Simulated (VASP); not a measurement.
**AgPt3: electric field gradients with LDA**

Crystal: AgPt3.

```
Ag Pt
1.0
     3.97649    0.00000    0.00000
     0.00000    3.97649    0.00000
     0.00000    0.00000    3.97649
Ag Pt
1 3
Direct
  0.00000 0.00000 0.00000
  0.00000 0.50000 0.50000
  0.50000 0.00000 0.50000
  0.50000 0.50000 0.00000
```

This cell differs from its parent crystal: volume scaled by 1.06.

| Quantity | Value |
| --- | --- |
| Program | VASP 6.6.1 |
| Task | electric field gradients |
| Functional | LDA |
| Potentials or basis | VASP PAW LDA potentials, release 64 (Ag, Pt) |
| Cutoff | 520 eV |
| k mesh | 9 × 9 × 9 |
| Occupations | fermi-dirac, width 0.08 eV |
| Spin | no spin polarisation |
| Dipole correction | no |
| Further INCAR settings | ALGO = Normal; EDIFF = 1e-08; NBANDS = 28 |

The pressure is -10.8 GPa.

Levels at points of the mesh, in eV from the Fermi level:
| k point | band 17 | band 18 | band 19 | band 20 | band 21 | band 22 | band 23 | band 24 |
| --- | --- | --- | --- | --- | --- | --- | --- | --- |
| (0.00, 0.00, 0.00) | -0.40 | 0.29 | 0.68 | 0.68 | 0.68 | 2.04 | 2.04 | 2.04 |

Electric field gradients, principal values (V/Å²):
```tsv
atom	least	middle	greatest (by size)
1 Ag	0.000	0.000	0.000
2 Pt	5.020	5.020	-10.039
3 Pt	5.020	5.020	-10.039
4 Pt	5.020	5.020	-10.039
```

Wall time 40 s on 1 thread of Intel(R) Xeon(R) Platinum 8124M CPU @ 3.00GHz (Skylake/Cascade Lake), on a shared host, peak memory 0.19 GiB.

Caveat: without QUAD_EFG the Cq values of the log hold for a quadrupole moment of 1 mb, not for the nuclei; spin-orbit coupling is left out, which moves the levels of the heavy elements.
